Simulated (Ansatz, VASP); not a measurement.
## One calculation of K2Nb2O, two programs

```
K Nb O
1.0
     4.52192    0.00000    0.00000
    -2.26096    3.91610    0.00000
     0.00000    0.00000    7.95658
K Nb O
2 2 1
Cartesian
  0.0000 0.0000 5.4598
  0.0000 0.0000 2.4968
  0.0000 2.6107 0.0000
  2.2610 1.3054 0.0000
  0.0000 0.0000 0.0000
```

Alike in both runs: task relaxation of cell and atoms; functional PBE; k mesh 6 × 6 × 2; occupations gaussian, width 0.1 eV; no spin polarisation.

```csv
,VASP,Ansatz
version,VASP 6.6.1,Ansatz 0.2.0
potentials or method,"VASP PAW PBE potentials, release 64 (K_sv, Nb_sv, O), cutoff 600 eV","scalar-relativistic, plane waves, PAW"
valence electrons in the cell,50,50
```

Ansatz gave:

```
gap on the k mesh at the Fermi level, each at its own relaxed structure (eV) : none
relaxed volume (Å³/atom)                                                     : 32.58
relaxed cell length with the largest relative difference (Å)                 : 10.182
```

Task: Which values does VASP return?

Result: gap on the k mesh at the Fermi level, each at its own relaxed structure (eV): none; relaxed volume (Å³/atom): 31.96; relaxed cell length with the largest relative difference (Å): 10.025.

A gap of «none» marks a metal or a gap that the smearing closes.

The k mesh is coarse, so the values compare programs but aren't converged.
